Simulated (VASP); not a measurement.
Wanted: the native input for a VASP 6.6.1 run.

```yaml
Task: single point
Functional: PBE
Potentials_or_basis: VASP PAW PBE potentials, release 64 (Sn_d, As)
Cutoff: 520 eV
k_mesh: 8 × 8 × 8
Occupations: gaussian, width 0.1 eV
Spin: no spin polarisation
Dipole_correction: no
Further_INCAR_settings: ALGO = Normal; EDIFF = 1e-06; NBANDS = 19
```

The structure of SnAs2 lies in POSCAR:

```
SnAs2
1.0
   -1.7825773611      1.7825773611      5.8000106112
    1.7825773611     -1.7825773611      5.8000106112
    1.7825773611      1.7825773611     -5.8000106112
Sn As
1 2
Direct
    0.0000000000      0.0000000000      0.0000000000
    0.3400000000      0.3400000000      0.0000000000
    0.6600000000      0.6600000000      0.0000000000
```

The input as run:

INCAR

```
SYSTEM = SnAs2
PREC = Accurate
ENCUT = 520
EDIFF = 1E-6
ISMEAR = 0
SIGMA = 0.1
LREAL = .False.
LASPH = .True.
NELM = 80
ALGO = Normal
ISIF = 2
LWAVE = .False.
LCHARG = .True.
GGA = PE
LELF = .True.
LVHAR = .True.
NBANDS = 19
```

KPOINTS

```
Automatic mesh
0
Gamma
  8 8 8
  0 0 0
```

Potentials or basis: VASP PAW PBE potentials, release 64 (Sn_d, As).

Command:

```console
$ cat potpaw_PBE.64/Sn_d/POTCAR potpaw_PBE.64/As/POTCAR > POTCAR
$ mpirun -np 1 vasp_std > vasp.out
```

Results of the run:

```yaml
Pressure: -5.8 GPa
Largest_force: 0.230 eV/Å
Band_gap_on_the_k_mesh: zero (bands 12 and 13 overlap by 4.40 eV)
```

Caveat: the cell stands under tension; spin-orbit coupling is left out, which moves the levels of the heavy elements.

It took 2.7 min on 1 thread of Oxide Virtual Turin-like Processor, with other jobs on the host, peak memory 0.32 GiB.
